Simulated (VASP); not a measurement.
Cu2O, 6 atoms in the cell. It takes space group Pn-3m (No. 224, cubic). The conventional cell has a = 4.203 Å, b = 4.203 Å, c = 4.203 Å, α = 90.00°, β = 90.00°, γ = 90.00°. Cu (site symmetry -3m) has 2 O at 1.82 Å within 2.4 Å. Within 2.4 Å of O (site symmetry -43m) lie 4 Cu at 1.82 Å.  This cell differs from its parent crystal: volume scaled by 0.97.

| Item | Value |
| --- | --- |
| Program | VASP 6.6.1 |
| Task | single point |
| Functional | r2SCAN |
| Potentials or basis | VASP PAW PBE potentials, release 64 (Cu, O) |
| Cutoff | 660 eV |
| k mesh | 6 × 6 × 6 |
| Occupations | gaussian, width 0.02 eV |
| Spin | no spin polarisation |
| Dipole correction | no |
| Further INCAR settings | ALGO = Normal; EDIFF = 1e-06; NBANDS = 37 |

Potentials or basis: VASP PAW PBE potentials, release 64 (Cu, O).

Run with:

```sh
$ cat potpaw_PBE.64/Cu/POTCAR potpaw_PBE.64/O/POTCAR > POTCAR
$ cp INCAR.step1 INCAR
$ mpirun -np 1 vasp_std > vasp.out
$ cp INCAR.step2 INCAR
$ mpirun -np 1 vasp_std > vasp.out
```

Hardware: 1 thread of Intel(R) Xeon(R) 6975P-C (Granite Rapids), on a shared host.

How long does it take, and how much memory?

Run time: 94 s on 1 thread of Intel(R) Xeon(R) 6975P-C (Granite Rapids), with other jobs on the host, peak memory 0.24 GiB. Counts: k points 20.
